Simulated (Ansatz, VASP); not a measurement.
**TiTe2: VASP beside Ansatz**

```
CELL_PARAMETERS angstrom
0.00000 3.46566 3.46566
3.46566 0.00000 3.46566
3.46566 3.46566 0.00000
ATOMIC_POSITIONS crystal
Ti 0.00000 0.00000 0.00000
Te 0.25000 0.25000 0.25000
Te 0.75000 0.75000 0.75000
```

Alike in both runs: task single point; functional PBE; k mesh 10 × 10 × 10; occupations gaussian, width 0.05 eV; no spin polarisation.

|  | VASP | Ansatz |
| --- | --- | --- |
| version | VASP 6.6.1 | Ansatz 0.2.0 |
| potentials or method | VASP PAW PBE potentials, release 64 (Ti_sv, Te), cutoff 520 eV | scalar-relativistic, plane waves, PAW |
| valence electrons in the cell | 24 | 44 |

```csv
,VASP,Ansatz,Ansatz less VASP
gap on the k mesh at the Fermi level (eV),none,none,-
pressure (GPa),-1.2,-1.2,-0.03
```

A gap of «none» marks a metal or a gap that the smearing closes. VASP's potentials hold 24 valence electrons a cell and Ansatz's 44, so a difference there can come from the potentials and not from the codes.

Spin-orbit coupling is off throughout.
